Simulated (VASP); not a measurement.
Input of a VASP 6.6.1 run:

INCAR

```
SYSTEM = SbTe2O3
PREC = Accurate ; ENCUT = 520
EDIFF = 1E-6 ; ISMEAR = 0
SIGMA = 0.1 ; LREAL = .False.
LASPH = .True. ; NELM = 60
ALGO = Normal ; ISIF = 2
LWAVE = .False. ; LCHARG = .True.
GGA = PE ; LELF = .True.
LVHAR = .True. ; NBANDS = 26
```

File KPOINTS:

```
Automatic mesh
0
Gamma
  4 4 4
  0 0 0
```

Contents of POSCAR:

```
SbTe2O3
1.0
    4.3244410500      0.0000000000      0.0000000000
    0.0000000000      4.3244410500      0.0000000000
    0.0000000000      0.0000000000      6.5831757500
Sb Te O
1 2 3
Direct
    0.0000000000      0.0000000000      0.6804151100
    0.5000000000      0.0000000000      0.8275504100
    0.0000000000      0.5000000000      0.8275504100
    0.5000000000      0.0000000000      0.1972340900
    0.0000000000      0.5000000000      0.1972340900
    0.5000000000      0.5000000000      0.5644567900
```

Potentials or basis: VASP PAW PBE potentials, release 64 (Sb, Te, O).

Launch:

```sh
$ cat potpaw_PBE.64/Sb/POTCAR potpaw_PBE.64/Te/POTCAR potpaw_PBE.64/O/POTCAR > POTCAR
$ mpirun -np 1 vasp_std > vasp.out
```

Task: Estimate the largest force.

Result: 13.885 eV/Å.

Task: What does it give for the pressure?

Result: 28.6 GPa.

Forces on the atoms (eV/Å):
```
Sb    0.000   0.000 -13.885
Te    0.000   0.000   8.667
Te    0.000   0.000   8.667
O     0.000   0.000  -2.498
O     0.000   0.000  -2.498
O     0.000   0.000   1.547
```

Caveat: the k points lie up to 0.36 Å⁻¹ apart; an odd number of electrons without spin polarisation forces a metal; a magnetic or distorted state may lie lower.
